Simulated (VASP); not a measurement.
Sc, 2 atoms in the cell. Symmetry: P6_3/mmc, No. 194, hexagonal system. Conventional cell: a = 3.309 Å, b = 3.309 Å, c = 5.273 Å, α = 90.00°, β = 90.00°, γ = 120.00°. Sc (site symmetry -6m2) has 12 Sc at 3.26 to 3.31 Å within 4.3 Å. 

* Program: VASP 6.6.1
* Task: single point
* Functional: BLYP
* Potentials or basis: VASP PAW PBE potentials, release 64 (Sc_sv)
* Cutoff: 500 eV
* k mesh: 9 × 9 × 5
* Occupations: fermi-dirac, width 0.05 eV
* Spin: no spin polarisation
* Dipole correction: no
* Further INCAR settings: ALGO = Normal; EDIFF = 1e-06; NBANDS = 18

Potentials or basis: VASP PAW PBE potentials, release 64 (Sc_sv).

Launch:

```bash
$ cat potpaw_PBE.64/Sc_sv/POTCAR > POTCAR
$ mpirun -np 1 vasp_std > vasp.out
```

Hardware: 1 thread of Intel(R) Xeon(R) Platinum 8259CL CPU @ 2.50GHz (Skylake/Cascade Lake), with other jobs on the host.

Question: How long does it take, and how much memory?

Answer: Wall time 38 s on 1 thread of Intel(R) Xeon(R) Platinum 8259CL CPU @ 2.50GHz (Skylake/Cascade Lake), with other jobs on the host, peak memory 0.16 GiB. Counts: scf iterations 13, k points 36.
